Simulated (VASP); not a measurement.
Here is a VASP 6.6.1 calculation.

File INCAR:

```
SYSTEM = Pt
PREC = Accurate
ENCUT = 520
EDIFF = 1E-7
ISMEAR = -1
SIGMA = 0.08
LREAL = .FALSE.
LASPH = .TRUE.
NELM = 100
ALGO = Normal
ISIF = 2
LWAVE = .FALSE.
LCHARG = .FALSE.
GGA = PE
NBANDS = 17
```

KPOINTS

```
Automatic mesh
0
G
  12 12 8
  0 0 0
```

POSCAR

```
Pt
1.0
    1.9855579642      1.9855579642      0.0000000000
   -1.9855579642      1.9855579642      0.0000000000
    0.0000000000      0.0000000000      3.9711159283
Pt
2
Direct
    0.0000000000      0.0000000000      0.0000000000
    0.5000000000      0.5000000000      0.5000000000
```

Potentials or basis: VASP PAW PBE potentials, release 64 (Pt).

The run is started by

```bash
$ cat potpaw_PBE.64/Pt/POTCAR > POTCAR
$ mpirun -np 1 vasp_std > vasp.out
```

Estimate the pressure.

-0.4 GPa.

What does it give for the band gap on the k mesh?

Zero (band 10 reaches 11.02 eV, above the bottom of band 11 at 9.46 eV).

Caveat: spin-orbit coupling is left out, which moves the levels of the heavy elements.
